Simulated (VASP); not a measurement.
**SiGe3Ru: single point with PBE**

Crystal: SiGe3Ru.

```
Si Ge Ru
1.0
     3.69553    0.00000    0.00000
    -1.84777    3.20042    0.00000
     0.00000    0.00000    8.08037
Si Ge Ru
1 3 1
Direct
  0.66667 0.33333 0.00000
  0.33333 0.66667 0.27469
  0.33333 0.66667 0.72531
  0.66667 0.33333 0.50000
  0.33333 0.66667 0.50000
```

The cell was built from a structure type or drawn by symmetry, and may not be a known phase.

```yaml
Program: VASP 6.6.1
Task: single point
Functional: PBE
Potentials_or_basis: VASP PAW PBE potentials, release 64 (Si, Ge_d, Ru_pv)
Cutoff: 520 eV
k_mesh: 6 × 6 × 2
Occupations: gaussian, width 0.1 eV
Spin: no spin polarisation
Dipole_correction: no
Further_INCAR_settings: ALGO = Normal; EDIFF = 1e-06; NBANDS = 38
```

| Item | Value |
| --- | --- |
| Pressure | 64.2 GPa |
| Largest force | 23.512 eV/Å |
| Band gap on the k mesh | zero (bands 30 and 31 overlap by 3.11 eV) |

Forces on the atoms (eV/Å):
```
Si    0.000   0.000   0.000
Ge    0.000   0.000 -23.512
Ge    0.000   0.000  23.512
Ge    0.000   0.000   0.000
Ru    0.000   0.000   0.000
```

Stress tensor (GPa, compression positive):
```
 32.55   0.00   0.00
  0.00  32.55   0.00
  0.00   0.00 127.41
```

Levels at points of the mesh, in eV from the Fermi level:
| k point | band 28 | band 29 | band 30 | band 31 | band 32 | band 33 |
| --- | --- | --- | --- | --- | --- | --- |
| (0.00, 0.00, 0.00) | -1.00 | 1.38 | 1.38 | 2.97 | 3.40 | 3.40 |
| (0.50, 0.00, 0.00) | -2.54 | -1.31 | -0.95 | 0.83 | 0.87 | 1.63 |
| (0.00, 0.00, 0.50) | 0.56 | 1.70 | 1.70 | 2.72 | 2.72 | 3.44 |
| (0.50, 0.00, 0.50) | -2.26 | -1.59 | -1.24 | -0.74 | 1.00 | 1.13 |

Run time: 110 s on 1 thread of Intel Xeon 8259CL (shared host), peak memory 0.23 GiB.

Caveat: the k points lie up to 0.39 Å⁻¹ apart, too coarse for converged energies and pressures of a metal; atoms lie so close that the PAW spheres overlap strongly, which falsifies energies and pressures; forces of over 1 eV/Å act on the atoms, so gaps and moduli don't describe the material at rest.
